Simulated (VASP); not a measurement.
Input of a VASP 6.6.1 run:

Contents of INCAR:

```
  ALGO = Normal
  DIPOL = 0.5 0.5 0.344
  EDIFF = 1E-7
  ENCUT = 520
  GGA = PE
  IDIPOL = 3
  ISIF = 2
  ISMEAR = 0
  LASPH = True
  LCHARG = False
  LDIPOL = True
  LREAL = False
  LWAVE = False
  NBANDS = 24
  NELM = 60
  PREC = Accurate
  SIGMA = 0.1
```

Contents of KPOINTS:

```
k-points
0
Gamma
  10 10 1
```

Contents of POSCAR:

```
Ir3O
1.0
    2.7367600872      0.0000000000      0.0000000000
    0.0000000000      2.7367600872      0.0000000000
    0.0000000000      0.0000000000     19.1883373425
Ir O
3 1
Direct
    0.5000000000      0.5000000000      0.2084599582
    0.0000000000      0.0000000000      0.3045662601
    0.5000000000      0.5000000000      0.4006776202
    1.0000000000      1.0000000000      0.4621535443
```

Potentials or basis: VASP PAW PBE potentials, release 64 (Ir, O).

Run with:

```console
$ cat potpaw_PBE.64/Ir/POTCAR potpaw_PBE.64/O/POTCAR > POTCAR
$ mpirun -np 1 vasp_std > vasp.out
```

Question: What does it give for the band gap on the k mesh?

Answer: Zero (an odd number of electrons rules out a gap without spin polarisation).

Question: Estimate the largest force.

Answer: 0.645 eV/Å.

Forces on the atoms (eV/Å):
```
Ir   0.000  0.000 -0.491
Ir   0.000  0.000 -0.167
Ir   0.000  0.000  0.645
O    0.000  0.000  0.013
```

Caveat: spin-orbit coupling is left out, which moves the levels of the heavy elements; an odd number of electrons without spin polarisation forces a metal; a magnetic or distorted state may lie lower.
